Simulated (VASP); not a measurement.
Wanted: the native input for a VASP 6.6.1 run.

```yaml
Task: relaxation of cell and atoms
Functional: r2SCAN
Potentials_or_basis: VASP PAW PBE potentials, release 64 (Na_sv)
Cutoff: 970 eV
k_mesh: 5 × 5 × 5
Occupations: fermi-dirac, width 0.05 eV
Spin: no spin polarisation
Dipole_correction: no
Mended: yes
Further_INCAR_settings: ALGO = Normal; EDIFF = 1e-07; IBRION = 2; EDIFFG = -0.01; NSW = 80; ISIF = 3
```

Na:

```
CELL_PARAMETERS angstrom
4.28000 0.00000 0.00000
0.00000 4.28000 0.00000
0.00000 0.00000 4.28000
ATOMIC_POSITIONS crystal
Na 0.00000 0.00000 0.00000
Na 0.50000 0.50000 0.50000
```

These files were run (other wordings do the same):

POSCAR

```
Na
1.0
    4.2800000000      0.0000000000      0.0000000000
    0.0000000000      4.2800000000      0.0000000000
    0.0000000000      0.0000000000      4.2800000000
Na
2
Direct
    0.0000000000      0.0000000000      0.0000000000
    0.5000000000      0.5000000000      0.5000000000
```

INCAR.step1

```
PREC = Accurate ; ENCUT = 970
ISMEAR = -1 ; SIGMA = 0.05
LREAL = F ; LASPH = T
NELM = 120 ; GGA = PE
ALGO = Normal ; EDIFF = 1E-5
LWAVE = T ; LCHARG = F
GGA_COMPAT = F ; IBRION = 2
ISIF = 3 ; EDIFFG = -0.005
NELMIN = 4 ; NSW = 100
```

INCAR.step2

```
PREC = Accurate ; ENCUT = 970
EDIFF = 1E-7 ; ISMEAR = -1
SIGMA = 0.05 ; LREAL = F
LASPH = T ; NELM = 120
ALGO = Normal ; ISIF = 3
LWAVE = F ; LCHARG = F
METAGGA = R2SCAN ; LMIXTAU = T
IBRION = 2 ; NSW = 80
EDIFFG = -0.01 ; ISTART = 1
GGA_COMPAT = F ; NELMIN = 4
```

KPOINTS

```
regular mesh
0
Gamma
  5 5 5
```

Potentials or basis: VASP PAW PBE potentials, release 64 (Na_sv).

Command:

```sh
$ cat potpaw_PBE.64/Na_sv/POTCAR > POTCAR
$ cp INCAR.step1 INCAR
$ mpirun -np 1 vasp_std > vasp.out
$ cp INCAR.step2 INCAR
$ mpirun -np 1 vasp_std > vasp.out
```

It gave:

* Relaxed volume: 36.07 Å³/atom
* Relaxed cell: a = 4.163 Å, b = 4.163 Å, c = 4.163 Å, α = 90.00°, β = 90.00°, γ = 90.00°
* Space group after relaxing (to 0.1 Å): Im-3m (No. 229)
* Energy gained by relaxing: 6.8 meV/atom
* Ionic steps: 4
* Pressure after relaxing: 0.0 GPa
* Band gap on the k mesh: zero (bands 9 and 10 overlap by 1.05 eV)

Caveat: the PAW data sets were made with another functional, which shifts forces and pressure a little.

It took 10 min on 1 thread of Intel(R) Xeon(R) Platinum 8259CL CPU @ 2.50GHz (Skylake/Cascade Lake), with other jobs on the host, peak memory 0.35 GiB.
